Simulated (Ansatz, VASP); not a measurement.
BP: VASP beside Ansatz

POSCAR

```
BP
1.0
    2.2394870396      2.2394870396      0.0000000000
   -2.2394870396      2.2394870396      0.0000000000
    0.0000000000      2.2394870396      2.2394870396
B P
1 1
Direct
    0.0000000000      0.0000000000      0.0000000000
    0.7500000000      0.2500000000      0.5000000000
```

Contents of INCAR.step1:

```
PREC     = Accurate       # precision mode
ENCUT    = 520            # plane-wave cutoff, eV
ISMEAR   = 0              # smearing method
SIGMA    = 0.01           # smearing width, eV
LREAL    = F              # projectors in reciprocal space
LASPH    = T              # aspherical terms in the spheres
NELM     = 60             # most SCF steps
NBANDS   = 11             # bands
GGA      = PE             # functional
ALGO     = Normal         # electronic algorithm
EDIFF    = 1E-4           # SCF threshold, eV
LWAVE    = T              # write WAVECAR
LCHARG   = F              # write CHGCAR
```

INCAR.step2

```
PREC     = Accurate       # precision mode
ENCUT    = 520            # plane-wave cutoff, eV
EDIFF    = 1E-6           # SCF threshold, eV
ISMEAR   = 0              # smearing method
SIGMA    = 0.01           # smearing width, eV
LREAL    = F              # projectors in reciprocal space
LASPH    = T              # aspherical terms in the spheres
NELM     = 60             # most SCF steps
ALGO     = Normal         # electronic algorithm
ISIF     = 2              # what is computed and relaxed
LWAVE    = F              # write WAVECAR
LCHARG   = F              # write CHGCAR
METAGGA  = R2SCAN         # meta-GGA
LMIXTAU  = T            
NBANDS   = 11             # bands
ISTART   = 1
```

Contents of KPOINTS:

```
regular mesh
0
Gamma
  8 8 8
```

Input for Ansatz:

```yaml
crystal:
  lattice:
    - [2.2394870396, 2.2394870396, 0.0]
    - [-2.2394870396, 2.2394870396, 0.0]
    - [0.0, 2.2394870396, 2.2394870396]
  atoms:
    - { symbol: B, position: [0.0, 0.0, 0.0] }
    - { symbol: P, position: [0.75, 0.25, 0.5] }
kpoints:
  mp_grid: { grid: [8, 8, 8] }
scf:
  occupations: { method: fixed }
  convergence: { dr2_threshold: 1.0e-10 }
hamiltonian:
  xc: r2scan
  pseudopotentials: { kind: paw }
output:
  forces: true
  stress: true
  eigenstates:
    kpoints:
      - [0.0, 0.0, 0.0]
      - [0.414222957, -0.414222957, 0.0]
      - [0.414222957, 0.414222957, 0.414222957]
      - [0.0, 0.0, 0.414222957]
      - [-0.5, -0.5, -0.5]
      - [-0.5, 0.5, 0.0]
      - [0.0, 0.0, -0.5]
      - [0.0, -0.5, -0.5]
      - [0.0, 0.5, 0.0]
      - [-0.5, 0.0, 0.0]
      - [-0.5, 0.0, -0.5]
  eigenvalues: true
```

Alike in both runs: task single point; functional r2SCAN; k mesh 8 × 8 × 8; no spin polarisation.

|  | VASP | Ansatz |
| --- | --- | --- |
| version | VASP 6.6.1 | Ansatz 0.2.0 |
| potentials or method | VASP PAW PBE potentials, release 64 (B, P) | PAW with Ansatz's default frozen-core files, scalar-relativistic |
| plane-wave cutoff (eV) | 520 | 500 |
| occupations | gaussian, width 0.01 eV | fixed |
| valence electrons in the cell | 8 | 8 |

Ansatz gave:

| Item | Value |
| --- | --- |
| gap on the k mesh at the Fermi level (eV) | 1.40 |
| pressure (GPa) | 7.0 |

Task: What did VASP give for the same quantities?

Result: gap on the k mesh at the Fermi level (eV): 1.43; pressure (GPa): 6.4.

VASP's potentials were made for PBE, not for r2SCAN.
